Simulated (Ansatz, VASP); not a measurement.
**One calculation of SnSe, two programs**

```xyz
2
Lattice="0.0000 2.8639 2.8639 2.8639 0.0000 2.8639 2.8639 2.8639 0.0000" Properties=species:S:1:pos:R:3 pbc="T T T"
Sn    0.0000    0.0000    0.0000
Se    2.8639    2.8639    2.8639
```

Alike in both runs: task relaxation of cell and atoms; functional PBEsol; k mesh 8 × 8 × 8; occupations gaussian, width 0.02 eV; no spin polarisation.

|  | VASP | Ansatz |
| --- | --- | --- |
| version | VASP 6.6.1 | Ansatz 0.2.0 |
| potentials or method | VASP PAW PBE potentials, release 64 (Sn_d, Se), cutoff 500 eV | scalar-relativistic, plane waves, PAW |
| valence electrons in the cell | 20 | 30 |

VASP gave:

```
gap on the k mesh at the Fermi level, each at its own relaxed structure (eV) : 0.75
relaxed volume (Å³/atom)                                                     : 26.28
relaxed length of the cell vector where the two differ most in proportion (Å)              : 4.205
```

**Question.** Which values does Ansatz return?

**Answer.** gap on the k mesh at the Fermi level, each at its own relaxed structure (eV): 0.75; relaxed volume (Å³/atom): 26.27; relaxed length of the cell vector where the two differ most in proportion (Å): 4.204.

VASP's potentials were made for PBE, not for PBEsol. VASP's potentials hold 20 valence electrons a cell and Ansatz's 30, so a difference there can come from the potentials and not from the codes.
